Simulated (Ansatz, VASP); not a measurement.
## NaCl: VASP beside Ansatz

```
CELL_PARAMETERS angstrom
3.45955 0.00000 0.00000
0.00000 3.45955 0.00000
0.00000 0.00000 3.45955
ATOMIC_POSITIONS crystal
Na 0.00000 0.00000 0.00000
Cl 0.50000 0.50000 0.50000
```

Alike in both runs: task single point; functional LDA; k mesh 8 × 8 × 8; no spin polarisation.

|  | VASP | Ansatz |
| --- | --- | --- |
| version | VASP 6.6.1 | Ansatz 0.2.0 |
| potentials or method | VASP PAW LDA potentials, release 64 (Na_pv, Cl) | plane waves, PAW |
| plane-wave cutoff (eV) | 520 | 420 |
| occupations | gaussian, width 0.01 eV | fixed |
| valence electrons in the cell | 14 | 16 |

Ansatz gave:

| Property | Result |
| --- | --- |
| gap on the k mesh at the Fermi level (eV) | 3.72 |
| pressure (GPa) | -2.3 |

What did VASP give for the same quantities?

gap on the k mesh at the Fermi level (eV): 3.73; pressure (GPa): -2.3.

LDA's correlation is that of Perdew and Zunger in VASP and of Perdew and Wang (1992) in Ansatz. VASP's potentials hold 14 valence electrons a cell and Ansatz's 16, so a difference there can come from the potentials and not from the codes.
